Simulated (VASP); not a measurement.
# Ca2VO2 (Cmc2_1) in VASP: single point with r2SCAN

Aim: the single point of Ca2VO2 with r2SCAN.

Everything below comes from runs of VASP 6.6.1. Logs are shortened: lines on timing, memory, paths and dates and some standing lists are left out, and cuts for length are marked.

## 1. The cell of the first run

It takes space group Cmc2_1 (No. 36, orthorhombic). The conventional cell has a = 2.941 Å, b = 10.575 Å, c = 8.635 Å, α = 90.00°, β = 90.00°, γ = 90.00°. Within 2.6 Å of V (site symmetry m) lie 4 O at 1.97 to 1.98 Å. Ca (site symmetry m) has 4 O at 2.40 to 2.48 Å and 5 Ca at 2.94 to 3.18 Å and 3 V at 3.11 to 3.17 Å within 3.2 Å. Within 3.2 Å of Ca (site symmetry m) lie 5 O at 2.41 to 2.65 Å and 3 V at 2.87 to 3.20 Å and 5 Ca at 2.94 to 3.18 Å. Within 2.6 Å of O (site symmetry m) lie 2 V at 1.98 Å and 4 Ca at 2.40 to 2.48 Å. O (site symmetry m) has 2 V at 1.97 Å and 2 Ca at 2.41 Å within 2.6 Å.

## 2. Single point, r2SCAN

Input file POSCAR:

```
Ca2VO2
1.0
    2.9409527200      0.0000000000      0.0000000000
    1.4704763600     -5.2874577300      0.0000000000
    0.0000000000      0.0000000000     -8.6351375100
V Ca O
2 4 4
Direct
    0.1219000000      0.7562000000      0.0000000000
    0.8781000000      0.2438000000      0.5000000000
    0.3944000000      0.2112000000      0.1526000000
    0.6056000000      0.7888000000      0.6526000000
    0.1479000000      0.7042000000      0.3306000000
    0.8521000000      0.2958000000      0.8306000000
    0.4799000000      0.0402000000      0.4099000000
    0.5201000000      0.9598000000      0.9099000000
    0.2795000000      0.4410000000      0.5922000000
    0.7205000000      0.5590000000      0.0922000000
```

Input file INCAR.step1:

```
SYSTEM = Ca2VO2
ALGO = Normal
EDIFF = 1E-4
ENCUT = 520
GGA = PE
ISMEAR = -4
LASPH = .TRUE.
LCHARG = .FALSE.
LREAL = .FALSE.
LWAVE = .TRUE.
NBANDS = 56
NELM = 100
PREC = Accurate
SIGMA = 0.1
```

Input file INCAR.step2:

```
SYSTEM = Ca2VO2
ALGO = Normal
EDIFF = 1E-6
ENCUT = 520
ISIF = 2
ISMEAR = -4
ISTART = 1
LASPH = .TRUE.
LCHARG = .FALSE.
LMIXTAU = .TRUE.
LREAL = .FALSE.
LWAVE = .FALSE.
METAGGA = R2SCAN
NBANDS = 56
NELM = 100
PREC = Accurate
SIGMA = 0.1
```

Input file KPOINTS:

```
k-points
0
G
  6 6 2
  0 0 0
```

Potentials or basis: VASP PAW PBE potentials, release 64 (V_sv, Ca_sv, O).

Run with:

```sh
$ cat potpaw_PBE.64/V_sv/POTCAR potpaw_PBE.64/Ca_sv/POTCAR potpaw_PBE.64/O/POTCAR > POTCAR
$ cp INCAR.step1 INCAR
$ mpirun -np 1 vasp_std > vasp.out
$ cp INCAR.step2 INCAR
$ mpirun -np 1 vasp_std > vasp.out
```

OUTCAR:

```text
SYSTEM = Ca2VO2
   EDIFF = 1E-6
   ENCUT = 520
   ISIF = 2
   ISMEAR = -4
   ISTART = 1
   LASPH = .TRUE.
   LREAL = .FALSE.
   METAGGA = R2SCAN
   NELM = 100
   PREC = Accurate

 ion  position               nearest neighbor table
   1  0.122  0.756  0.000-  10 1.97  10 1.97   8 1.98   8 1.98   5 2.87
   2  0.878  0.244  0.500-   9 1.97   9 1.97   7 1.98   7 1.98   6 2.87
   3  0.394  0.211  0.153-   7 2.40  10 2.41  10 2.41   8 2.48   5 3.03
   4  0.606  0.789  0.653-   8 2.40   9 2.41   9 2.41   7 2.48   6 3.03
   5  0.148  0.704  0.331-   7 2.41   7 2.41   1 2.87   3 3.03
   6  0.852  0.296  0.831-   8 2.41   8 2.41   2 2.87   4 3.03
   7  0.480  0.040  0.410-   2 1.98   2 1.98   3 2.40   5 2.41   5 2.41   4 2.48
   8  0.520  0.960  0.910-   1 1.98   1 1.98   4 2.40   6 2.41   6 2.41   3 2.48
   9  0.279  0.441  0.592-   2 1.97   2 1.97   4 2.41   4 2.41
  10  0.721  0.559  0.092-   1 1.97   1 1.97   3 2.41   3 2.41

  LATTYP: Found a base centered orthorhombic cell.
 ALAT       =     2.9409527200
 B/A-ratio  =     3.5957448034
 C/A-ratio  =     2.9361701231

  Lattice vectors:

 A1 = (   1.4704763600,   5.2874577300,   0.0000000000)
 A2 = (   1.4704763600,  -5.2874577300,   0.0000000000)
 A3 = (   0.0000000000,   0.0000000000,  -8.6351375100)

Analysis of symmetry for initial positions (statically):
=====================================================================
 Subroutine PRICEL returns:
 Original cell was already a primitive cell.

 Routine SETGRP: Setting up the symmetry group for a
 base centered orthorhombic supercell.

 Subroutine GETGRP returns: Found  4 space group operations
 (whereof  2 operations were pure point group operations)
 out of a pool of  8 trial point group operations.

The static configuration has the point symmetry C_1h.
 The point group associated with its full space group is C_2v.

Analysis of symmetry for dynamics (positions and initial velocities):
=====================================================================
 Subroutine PRICEL returns:
 Original cell was already a primitive cell.

 Routine SETGRP: Setting up the symmetry group for a
 base centered orthorhombic supercell.

 Subroutine GETGRP returns: Found  4 space group operations
 (whereof  2 operations were pure point group operations)
 out of a pool of  8 trial point group operations.

The dynamic configuration has the point symmetry C_1h.
 The point group associated with its full space group is C_2v.

 Subroutine INISYM returns: Found  4 space group operations
 (whereof  2 operations are pure point group operations),
 and found     1 'primitive' translations

----------------------------------------------------------------------------------------

                                     Primitive cell

  volume of cell :     134.2778

  direct lattice vectors                    reciprocal lattice vectors
     2.940952720  0.000000000  0.000000000     0.340025868  0.094563404  0.000000000
     1.470476360 -5.287457730  0.000000000     0.000000000 -0.189126807  0.000000000
     0.000000000  0.000000000 -8.635137510     0.000000000  0.000000000 -0.115805915

  length of vectors
     2.940952720  5.488124449  8.635137510     0.352930344  0.189126807  0.115805915

  position of ions in fractional coordinates (direct lattice)
     0.121900000  0.756200000  0.000000000
     0.878100000  0.243800000  0.500000000
     0.394400000  0.211200000  0.152600000
     0.605600000  0.788800000  0.652600000
     0.147900000  0.704200000  0.330600000
     0.852100000  0.295800000  0.830600000
     0.479900000  0.040200000  0.409900000
     0.520100000  0.959800000  0.909900000
     0.279500000  0.441000000  0.592200000
     0.720500000  0.559000000  0.092200000

  ion indices of the primitive-cell ions
   primitive index   ion index
                 1           1
                 2           2
                 3           3
                 4           4
                 5           5
                 6           6
                 7           7
                 8           8
                 9           9
                10          10

----------------------------------------------------------------------------------------

 KPOINTS: k-points

Automatic generation of k-mesh.
 Grid dimensions read from file:
 generate k-points for:    6    6    2

 Generating k-lattice:

  Cartesian coordinates                     Fractional coordinates (reciprocal lattice)
     0.056670978  0.015760567  0.000000000     0.166666667 -0.000000000  0.000000000
     0.000000000 -0.031521135  0.000000000     0.000000000  0.166666667  0.000000000
     0.000000000  0.000000000 -0.057902957     0.000000000  0.000000000  0.500000000

  Length of vectors
     0.058821724  0.031521135  0.057902957

  Shift w.r.t. Gamma in fractional coordinates (k-lattice)
     0.000000000  0.000000000  0.000000000

 TETIRR: Found    186 inequivalent tetrahedra from      432

 Subroutine IBZKPT returns following result:
 ===========================================

 Found     26 irreducible k-points:

 Following reciprocal coordinates:
            Coordinates               Weight
  0.000000  0.000000  0.000000      1.000000
  0.166667 -0.000000  0.000000      4.000000
  0.333333 -0.000000  0.000000      4.000000
  0.500000 -0.000000  0.000000      2.000000
  0.000000  0.166667  0.000000      2.000000
  0.333333  0.166667  0.000000      2.000000
[... 16 lines left out ...]
  0.000000  0.333333  0.500000      2.000000
 -0.333333  0.333333  0.500000      2.000000
 [... further k-points ...]
   k-points           NKPTS =     26   k-points in BZ     NKDIM =     26   number of bands    NBANDS=     56
   number of dos      NEDOS =    301   number of ions     NIONS =     10
   total plane-waves  NPLWV =  64512
   dimension x,y,z NGX =    24 NGY =   42 NGZ =   64
   dimension x,y,z NGXF=    48 NGYF=   84 NGZF=  128
   ions per type =               2   4   4
   NGX,Y,Z   is equivalent  to a cutoff of  13.57, 12.72, 12.32 a.u.
   NGXF,Y,Z  is equivalent  to a cutoff of  27.13, 25.45, 24.64 a.u.
 SYSTEM =  Ca2VO2
   PREC   = accura    normal or accurate (medium, high low for compatibility)
   ISTART =      1    job   : 0-new  1-cont  2-samecut
   ICHARG =      0    charge: 1-file 2-atom 10-const
   ISPIN  =      1    spin polarized calculation?
   LNONCOLLINEAR =      F non collinear calculations
   LSORBIT =      F    spin-orbit coupling
   LASPH  =      T    aspherical Exc in radial PAW
   ENCUT  =  520.0 eV  38.22 Ry    6.18 a.u.   5.47 10.20 16.06*2*pi/ulx,y,z
   NELM   =    100;   NELMIN=  2; NELMDL=  0     # of ELM steps
   EDIFF  = 0.1E-05   stopping-criterion for ELM
   LREAL  =      F    real-space projection
   EDIFFG = 0.1E-04   stopping-criterion for IOM
   NSW    =      0    number of steps for IOM
   IBRION =     -1    ionic relax: 0-MD 1-quasi-New 2-CG
   NFREE  =      0    steps in history (QN), initial steepest desc. (CG)
   ISIF   =      2    stress and relaxation
   ISYM   =      2    0-nonsym 1-usesym 2-fastsym
   POTIM  = 0.5000    time-step for ionic-motion
   TEBEG  =    0.0;   TEEND  =   0.0 temperature during run
   PSTRESS=    0.0 pullay stress
   NELECT =      90.0000    total number of electrons
   NUPDOWN=      -1.0000    fix difference up-down
   EMIN   =  10.00;   EMAX   =-10.00  energy-range for DOS
   EFERMI =   0.00;   METHOD = LEGACY
   ISMEAR =    -4;   SIGMA  =   0.10  broadening in eV -4-tet -1-fermi 0-gaus
   EFERMI_NEDOS =   21; number of points for ismear=-14 and -15
   IALGO  =     38    algorithm
   IMIX   =      4    mixing-type and parameters
     AMIX     =   0.40;   BMIX     =  1.00
     AMIX_MAG =   1.60;   BMIX_MAG =  1.00
  volume/ion in A,a.u.               =      13.43        90.62
  Fermi-wavevector in a.u.,A,eV,Ry     =   1.432697  2.707404 27.927589  2.052620
  Thomas-Fermi vector in A             =   2.552296
   LORBIT       =      0    0 simple, 1 ext, 2 COOP (PROOUT), +10 PAW based schemes
   METAGGA = R2SCAN    functional components
   LHFCALC =     F    Hartree Fock is set to
   AEXX    =    0.0000 exact exchange contribution
   IVDW    =     0    specifies the selected vdW correction
   LEPSILON=     F    determine dielectric tensor
   LRPA    =     F    only Hartree local field effects (RPA)
 non-spin polarized calculation
 Fermi weights with tetrahedron method witout Bloechl corrections
  energy-cutoff  :      520.00
  volume of cell :      134.28
 maximum number of plane-waves:      3650
 NGX is ok and might be reduce to    24
   NGX = 11   NGY = 21   NGZ = 33

 number of electron      89.9999992 magnetization

 Free energy of the ion-electron system (eV)
  ---------------------------------------------------
  ext. energy  EPLUGINS =         0.00000000
  ---------------------------------------------------
  free energy    TOTEN  =       -96.38953602 eV

  energy without entropy =      -96.38953602  energy(sigma->0) =      -96.38953602

 E-fermi :   7.6053     XC(G=0): -11.8512

 val. band max:        7.6290237700   @ k =   0.5000   0.1667   0.0000
 cond. band min:       7.4814589491   @ k =   0.0000   0.0000   0.5000
 fundamental gap:     -0.1475648209
 Fermi energy:         7.6052957018

 k-point     1 :       0.0000    0.0000    0.0000
  band No.  band energies     occupation
      1     -59.8706      2.00000
      2     -59.8706      2.00000
      3     -35.7277      2.00000
      4     -35.7108      2.00000
      5     -35.4196      2.00000
      6     -35.4012      2.00000
[... 48 lines left out ...]
     55      10.1392      0.00000
     56      10.4290      0.00000

 k-point     2 :       0.1667   -0.0000    0.0000
  band No.  band energies     occupation
      1     -59.8644      2.00000
      2     -59.8644      2.00000
      3     -35.6892      2.00000
      4     -35.6756      2.00000
      5     -35.3840      2.00000
      6     -35.3694      2.00000
[... 48 lines left out ...]
     55      10.1167      0.00000
     56      10.2800      0.00000
[... 1237 lines left out ...]
     55      10.5044      0.00000
     56      10.5044      0.00000

 k-point    24 :      -0.3333    0.3333    0.5000
  band No.  band energies     occupation
      1     -59.8521      2.00000
      2     -59.8521      2.00000
      3     -35.6057      2.00000
      4     -35.6057      2.00000
      5     -35.3107      2.00000
      6     -35.3107      2.00000
[... 48 lines left out ...]
     55      10.3885      0.00000
     56      10.3885      0.00000

 [... further k-points ...]
[... 5 lines left out ...]
  --------------------------------------------------------------------------------------
  -------------------------------------------------------------------------------------
  Total        9.6235612      3.8434050      6.5225033      0.0000000      0.0000000      0.0000000
  in kB      114.8265154     45.8587829     77.8252785      0.0000000      0.0000000      0.0000000
  external PRESSURE =      79.5035256 kB  Pullay stress =       0.0000000 kB

 VOLUME and BASIS-vectors are now :
 -----------------------------------------------------------------------------
  energy-cutoff  :      520.00
  volume of cell :      134.28
      direct lattice vectors                 reciprocal lattice vectors
     2.940952720  0.000000000  0.000000000     0.340025868  0.094563404  0.000000000
     1.470476360 -5.287457730  0.000000000     0.000000000 -0.189126807  0.000000000
     0.000000000  0.000000000 -8.635137510     0.000000000  0.000000000 -0.115805915

 POSITION                                       TOTAL-FORCE (eV/Angst)
 -----------------------------------------------------------------------------------
      1.47048     -3.99838      0.00000         0.000000     -0.047380      0.937303
      2.94095     -1.28908     -4.31757         0.000000      0.047380      0.937303
      1.47048     -1.11671     -1.31772         0.000000     -0.201473     -0.676559
      2.94095     -4.17075     -5.63529         0.000000      0.201473     -0.676559
      1.47048     -3.72343     -2.85478         0.000000     -0.672706      0.177977
      2.94095     -1.56403     -7.17235        -0.000000      0.672706      0.177977
      1.47048     -0.21256     -3.53954         0.000000      1.754768      0.317847
      2.94095     -5.07490     -7.85711        -0.000000     -1.754768      0.317847
      1.47048     -2.33177     -5.11373         0.000000     -1.324077     -0.756568
      2.94095     -2.95569     -0.79616        -0.000000      1.324077     -0.756568
 -----------------------------------------------------------------------------------
    total drift:                               -0.000000     -0.000000     -0.000562

  FREE ENERGIE OF THE ION-ELECTRON SYSTEM (eV)
  ---------------------------------------------------
  free  energy   TOTEN  =       -96.3895360226 eV

  energy  without entropy=      -96.3895360226  energy(sigma->0) =      -96.38953602
```

Run time: 14 min. Hardware: 1 thread of Oxide Virtual Turin-like, shared host; peak memory 0.33 GiB.

What came out:

- Free energy: -96.3895 eV
- Pressure: 8.0 GPa
- Largest force: 1.783 eV/Å
- Band gap on the k mesh: zero (band 45 reaches 7.86 eV, above the bottom of band 46 at 7.30 eV)

Forces on the atoms (eV/Å):
```
V    0.000 -0.047  0.937
V    0.000  0.047  0.937
Ca   0.000 -0.201 -0.677
Ca   0.000  0.201 -0.677
Ca   0.000 -0.673  0.178
Ca   0.000  0.673  0.178
O    0.000  1.755  0.318
O    0.000 -1.755  0.318
O    0.000 -1.324 -0.757
O    0.000  1.324 -0.757
```

Caveat: the k points lie up to 0.37 Å⁻¹ apart; the PAW data sets were made with another functional, which shifts forces and pressure a little; the run has no spin polarisation, though such a crystal can be magnetic.
